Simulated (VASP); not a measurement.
# Zn (P6_3/mmc) in VASP: relaxation of cell and atoms with PBE

Aim: the relaxation of cell and atoms of Zn with PBE.

Program: VASP 6.6.1. These are calculated values, not measurements. Logs are shortened: lines on timing, memory, paths and dates and some standing lists are left out, and cuts for length are marked.

### Step 1. The cell of the first run

It takes space group P6_3/mmc (No. 194, hexagonal). The conventional cell has a = 2.635 Å, b = 2.635 Å, c = 5.093 Å, α = 90.00°, β = 90.00°, γ = 120.00°. Zn (site symmetry -6m2) has 12 Zn at 2.63 to 2.97 Å within 3.5 Å.

### Step 2. Relaxation of cell and atoms, PBE

File INCAR:

```
PREC = Accurate
ENCUT = 600
EDIFF = 1E-6
ISMEAR = -1
SIGMA = 0.15
LREAL = False
LASPH = True
NELM = 80
ALGO = Fast
ISIF = 3
LWAVE = False
LCHARG = False
GGA = PE
IBRION = 2
NSW = 80
EDIFFG = -0.001
```

File KPOINTS:

```
regular mesh
0
Gamma
  15 15 8
```

File POSCAR:

```
Zn
1.0
    2.6349473066      0.0000000000      0.0000000000
   -1.3174736533      2.2819313051      0.0000000000
    0.0000000000      0.0000000000      5.0925649621
Zn
2
Direct
    0.3333333333      0.6666666667      0.2500000000
    0.6666666667      0.3333333333      0.7500000000
```

Potentials or basis: VASP PAW PBE potentials, release 64 (Zn).

Run with:

```
> cat potpaw_PBE.64/Zn/POTCAR > POTCAR
> mpirun -np 1 vasp_std > vasp.out
```

OUTCAR:

```text
PREC = Accurate
   ENCUT = 600
   EDIFF = 1E-6
   ISMEAR = -1
   LREAL = False
   LASPH = True
   NELM = 80
   ISIF = 3
   GGA = PE
   IBRION = 2
   NSW = 80
   EDIFFG = -0.001

 ion  position               nearest neighbor table
   1  0.333  0.667  0.250-   2 2.97   2 2.97   2 2.97   2 2.97   2 2.97   2 2.97
   2  0.667  0.333  0.750-   1 2.97   1 2.97   1 2.97   1 2.97   1 2.97   1 2.97

  LATTYP: Found a hexagonal cell.
 ALAT       =     2.6349473066
 C/A-ratio  =     1.9327008739

  Lattice vectors:

 A1 = (   2.6349473066,   0.0000000000,   0.0000000000)
 A2 = (  -1.3174736533,   2.2819313051,   0.0000000000)
 A3 = (   0.0000000000,   0.0000000000,   5.0925649621)

Analysis of symmetry for initial positions (statically):
=====================================================================
 Subroutine PRICEL returns:
 Original cell was already a primitive cell.

 Routine SETGRP: Setting up the symmetry group for a
 hexagonal supercell.

 Subroutine GETGRP returns: Found 24 space group operations
 (whereof 12 operations were pure point group operations)
 out of a pool of 24 trial point group operations.

The static configuration has the point symmetry D_3d.
 The point group associated with its full space group is D_6h.

Analysis of symmetry for dynamics (positions and initial velocities):
=====================================================================
 Subroutine PRICEL returns:
 Original cell was already a primitive cell.

 Routine SETGRP: Setting up the symmetry group for a
 hexagonal supercell.

 Subroutine GETGRP returns: Found 24 space group operations
 (whereof 12 operations were pure point group operations)
 out of a pool of 24 trial point group operations.

The dynamic configuration has the point symmetry D_3d.
 The point group associated with its full space group is D_6h.

 Subroutine INISYM returns: Found 24 space group operations
 (whereof 12 operations are pure point group operations),
 and found     1 'primitive' translations

----------------------------------------------------------------------------------------

                                     Primitive cell

  volume of cell :      30.6204

  direct lattice vectors                    reciprocal lattice vectors
     2.634947307  0.000000000  0.000000000     0.379514231  0.219112643  0.000000000
    -1.317473653  2.281931305  0.000000000     0.000000000  0.438225287  0.000000000
     0.000000000  0.000000000  5.092564962     0.000000000  0.000000000  0.196364702

  length of vectors
     2.634947307  2.634947307  5.092564962     0.438225287  0.438225287  0.196364702

  position of ions in fractional coordinates (direct lattice)
     0.333333333  0.666666667  0.250000000
     0.666666667  0.333333333  0.750000000

  ion indices of the primitive-cell ions
   primitive index   ion index
                 1           1
                 2           2

----------------------------------------------------------------------------------------

 KPOINTS: regular mesh

Automatic generation of k-mesh.
 Grid dimensions read from file:
 generate k-points for:   15   15    8

 Generating k-lattice:

  Cartesian coordinates                     Fractional coordinates (reciprocal lattice)
     0.025300949  0.014607510  0.000000000     0.066666667 -0.000000000  0.000000000
     0.000000000  0.029215019  0.000000000     0.000000000  0.066666667  0.000000000
     0.000000000  0.000000000  0.024545588     0.000000000  0.000000000  0.125000000

  Length of vectors
     0.029215019  0.029215019  0.024545588

  Shift w.r.t. Gamma in fractional coordinates (k-lattice)
     0.000000000  0.000000000  0.000000000

 Subroutine IBZKPT returns following result:
 ===========================================

 Found    135 irreducible k-points:

 Following reciprocal coordinates:
            Coordinates               Weight
  0.000000  0.000000  0.000000      1.000000
  0.066667 -0.000000  0.000000      6.000000
  0.133333 -0.000000  0.000000      6.000000
  0.200000 -0.000000  0.000000      6.000000
  0.266667 -0.000000  0.000000      6.000000
  0.333333 -0.000000  0.000000      6.000000
[... 16 lines left out ...]
  0.333333  0.200000  0.000000     12.000000
  0.400000  0.200000  0.000000      6.000000
 [... further k-points ...]
   k-points           NKPTS =    135   k-points in BZ     NKDIM =    135   number of bands    NBANDS=     16
   number of dos      NEDOS =    301   number of ions     NIONS =      2
   total plane-waves  NPLWV =  24192
   dimension x,y,z NGX =    24 NGY =   24 NGZ =   42
   dimension x,y,z NGXF=    48 NGYF=   48 NGZF=   84
   ions per type =               2
   NGX,Y,Z   is equivalent  to a cutoff of  15.14, 15.14, 13.71 a.u.
   NGXF,Y,Z  is equivalent  to a cutoff of  30.28, 30.28, 27.42 a.u.
 SYSTEM =  unknown system
   PREC   = accura    normal or accurate (medium, high low for compatibility)
   ISTART =      0    job   : 0-new  1-cont  2-samecut
   ICHARG =      2    charge: 1-file 2-atom 10-const
   ISPIN  =      1    spin polarized calculation?
   LNONCOLLINEAR =      F non collinear calculations
   LSORBIT =      F    spin-orbit coupling
   LASPH  =      T    aspherical Exc in radial PAW
   ENCUT  =  600.0 eV  44.10 Ry    6.64 a.u.   5.26  5.26 10.17*2*pi/ulx,y,z
   NELM   =     80;   NELMIN=  2; NELMDL= -5     # of ELM steps
   EDIFF  = 0.1E-05   stopping-criterion for ELM
   LREAL  =      F    real-space projection
   EDIFFG = -.1E-02   stopping-criterion for IOM
   NSW    =     80    number of steps for IOM
   IBRION =      2    ionic relax: 0-MD 1-quasi-New 2-CG
   NFREE  =      1    steps in history (QN), initial steepest desc. (CG)
   ISIF   =      3    stress and relaxation
   ISYM   =      2    0-nonsym 1-usesym 2-fastsym
   POTIM  = 0.5000    time-step for ionic-motion
   TEBEG  =    0.0;   TEEND  =   0.0 temperature during run
   PSTRESS=    0.0 pullay stress
   NELECT =      24.0000    total number of electrons
   NUPDOWN=      -1.0000    fix difference up-down
   EMIN   =  10.00;   EMAX   =-10.00  energy-range for DOS
   EFERMI =   0.00;   METHOD = LEGACY
   ISMEAR =    -1;   SIGMA  =   0.15  broadening in eV -4-tet -1-fermi 0-gaus
   EFERMI_NEDOS =   21; number of points for ismear=-14 and -15
   IALGO  =     68    algorithm
   IMIX   =      4    mixing-type and parameters
     AMIX     =   0.40;   BMIX     =  1.00
     AMIX_MAG =   1.60;   BMIX_MAG =  1.00
  volume/ion in A,a.u.               =      15.31       103.32
  Fermi-wavevector in a.u.,A,eV,Ry     =   1.509413  2.852378 30.998548  2.278329
  Thomas-Fermi vector in A             =   2.619739
   LORBIT       =      0    0 simple, 1 ext, 2 COOP (PROOUT), +10 PAW based schemes
   GGA     = PE    functional components
   LHFCALC =     F    Hartree Fock is set to
   AEXX    =    0.0000 exact exchange contribution
   IVDW    =     0    specifies the selected vdW correction
   LEPSILON=     F    determine dielectric tensor
   LRPA    =     F    only Hartree local field effects (RPA)
 conjugate gradient relaxation of ions
 non-spin polarized calculation
 RMM-DIIS sequential band-by-band and
  energy-cutoff  :      600.00
  volume of cell :       30.62
 maximum number of plane-waves:      1038
 NGX is ok and might be reduce to    24
   NGX = 11   NGY = 11   NGZ = 21

--------------------------------------- Ionic step        1  -------------------------------------------

 number of electron      23.9999993 magnetization

 Free energy of the ion-electron system (eV)
  ---------------------------------------------------
  ext. energy  EPLUGINS =         0.00000000
  ---------------------------------------------------
  free energy    TOTEN  =        -2.23431557 eV

  energy without entropy =       -2.20647540  energy(sigma->0) =       -2.22039548

------------------------ aborting loop because EDIFF is reached ----------------------------------------

  FORCE on cell =-STRESS in cart. coord.  units (eV):
  Direction    XX          YY          ZZ          XY          YZ          ZX
  --------------------------------------------------------------------------------------
  -------------------------------------------------------------------------------------
  Total        0.0796349      0.0796349      0.0713740     -0.0000000      0.0000000     -0.0000000
  in kB        4.1668041      4.1668041      3.7345586     -0.0000000      0.0000000     -0.0000000
  external PRESSURE =       4.0227223 kB  Pullay stress =       0.0000000 kB
[... 89 lines left out ...]
  FREE ENERGIE OF THE ION-ELECTRON SYSTEM (eV)
  ---------------------------------------------------
  free  energy   TOTEN  =        -2.2344886474 eV

  energy  without entropy=       -2.2063174224  energy(sigma->0) =       -2.22040303

[... ionic steps 4 to 38 ...]

--------------------------------------- Ionic step       39  -------------------------------------------

 number of electron      23.9999995 magnetization

------------------------ aborting loop because EDIFF is reached ----------------------------------------

  FORCE on cell =-STRESS in cart. coord.  units (eV):
  Direction    XX          YY          ZZ          XY          YZ          ZX
  --------------------------------------------------------------------------------------
  -------------------------------------------------------------------------------------
  Total       -0.0047573     -0.0047573     -0.0029485     -0.0000000     -0.0000000      0.0000000
  in kB       -0.2473569     -0.2473569     -0.1533060     -0.0000000     -0.0000000      0.0000000
  external PRESSURE =      -0.2160066 kB  Pullay stress =       0.0000000 kB
[... 57 lines left out ...]
  energy  without entropy=       -2.2064880030  energy(sigma->0) =       -2.22050227

--------------------------------------- Ionic step       41  -------------------------------------------

 number of electron      23.9999995 magnetization

 Free energy of the ion-electron system (eV)
  ---------------------------------------------------
  ext. energy  EPLUGINS =         0.00000000
  ---------------------------------------------------
  free energy    TOTEN  =        -2.23451658 eV

  energy without entropy =       -2.20648846  energy(sigma->0) =       -2.22050252

 E-fermi :   3.0009     XC(G=0): -11.4728

 val. band max:        2.8838411602   @ k =   0.2667   0.2667   0.2500
 cond. band min:       3.1334893178   @ k =   0.2667  -0.0000   0.1250
 fundamental gap:      0.2496481576
 Fermi energy:         3.0008928140

 k-point     1 :       0.0000    0.0000    0.0000
  band No.  band energies     occupation
      1      -7.2981      2.00000
      2      -5.6382      2.00000
      3      -4.9332      2.00000
      4      -4.6633      2.00000
      5      -4.6633      2.00000
      6      -4.6241      2.00000
[... 8 lines left out ...]
     15      18.9568      0.00000
     16      21.1654      0.00000
[... 420 lines left out ...]
  band No.  band energies     occupation
      1      -5.1121      2.00000
      2      -5.0344      2.00000
      3      -5.0012      2.00000
      4      -4.6709      2.00000
      5      -4.5926      2.00000
      6      -4.4831      2.00000
[... 8 lines left out ...]
     15       7.5855      0.00000
     16       7.7551      0.00000

 [... further k-points ...]

------------------------ aborting loop because EDIFF is reached ----------------------------------------

  FORCE on cell =-STRESS in cart. coord.  units (eV):
  Direction    XX          YY          ZZ          XY          YZ          ZX
  --------------------------------------------------------------------------------------
  -------------------------------------------------------------------------------------
  Total       -0.0007594     -0.0007594      0.0005377     -0.0000000     -0.0000000      0.0000000
  in kB       -0.0394847     -0.0394847      0.0279598     -0.0000000     -0.0000000      0.0000000
  external PRESSURE =      -0.0170032 kB  Pullay stress =       0.0000000 kB
[... 17 lines left out ...]
  FREE ENERGIE OF THE ION-ELECTRON SYSTEM (eV)
  ---------------------------------------------------
  free  energy   TOTEN  =        -2.2345165772 eV

  energy  without entropy=       -2.2064884554  energy(sigma->0) =       -2.22050252

 reached required accuracy - stopping structural energy minimisation
```

Wall time 15 min (1 thread of Intel Xeon Platinum 8259CL at 2.50GHz (Skylake/Cascade Lake), shared host); peak memory 0.22 GiB.

Results:

```yaml
Free_energy: -2.2345 eV
Relaxed_volume: 15.41 Å³/atom
Relaxed_cell: a = 2.638 Å, b = 2.638 Å, c = 5.112 Å, α = 90.00°, β = 90.00°, γ = 120.00°
Space_group_after_relaxing_to_0.1_Å: P6_3/mmc (No. 194)
Energy_gained_by_relaxing: 0.1 meV/atom
Ionic_steps: 41
Pressure_after_relaxing: 0.0 GPa
Band_gap_on_the_k_mesh: zero (bands 12 and 13 overlap by 5.08 eV)
```

The path:
| step | energy change (eV) | largest force (eV/Å) | pressure (GPa) | volume (Å³) |
| --- | --- | --- | --- | --- |
| 1 | 0.0000 | 0.0000 | 0.40 | 30.62 |
| 3 | -0.0002 | 0.0000 | -0.05 | 30.78 |
| 5 | -0.0001 | 0.0000 | 0.18 | 30.69 |
| 7 | -0.0002 | 0.0000 | 0.09 | 30.76 |
| 9 | -0.0002 | 0.0000 | 0.00 | 30.81 |
| 11 | -0.0002 | 0.0000 | 0.10 | 30.83 |
| 13 | -0.0001 | 0.0000 | -0.09 | 30.90 |
| 15 | -0.0002 | 0.0000 | -0.27 | 30.86 |
| 17 | -0.0002 | 0.0000 | -0.22 | 30.85 |
| 19 | -0.0002 | 0.0000 | 0.00 | 30.77 |
| 21 | -0.0002 | 0.0000 | 0.25 | 30.81 |
| 23 | -0.0002 | 0.0000 | 0.05 | 30.82 |
| 25 | -0.0002 | 0.0000 | -0.11 | 30.82 |
| 27 | -0.0002 | 0.0000 | -0.04 | 30.81 |
| 29 | -0.0002 | 0.0000 | -0.05 | 30.81 |
| 31 | -0.0002 | 0.0000 | -0.05 | 30.81 |
| 33 | -0.0002 | 0.0000 | 0.06 | 30.81 |
| 35 | -0.0002 | 0.0000 | 0.04 | 30.81 |
| 37 | -0.0002 | 0.0000 | -0.01 | 30.81 |
| 39 | -0.0002 | 0.0000 | -0.02 | 30.81 |
| 41 | -0.0002 | 0.0000 | 0.00 | 30.81 |

Final structure:
```xyz
2
Lattice="2.6381 0.0000 0.0000 -1.3191 2.2847 0.0000 0.0000 0.0000 5.1124" Properties=species:S:1:pos:R:3 pbc="T T T"
Zn    0.0000    1.5231    1.2781
Zn    1.3191    0.7616    3.8343
```

Levels at points of the mesh, in eV from the Fermi level:
```
           k point  band 8  band 9  band 10  band 11  band 12  band 13  band 14  band 15  band 16
(0.00, 0.00, 0.00)   -7.24   -7.24    -7.08    -7.08    -3.73    -3.51    12.13    15.96    18.16
(0.00, 0.00, 0.50)   -7.60   -7.15    -7.15    -7.15    -7.15     3.78     3.78    19.35    19.35
```

The gap in the log of VASP goes by the Fermi energy; the results here count the filled bands.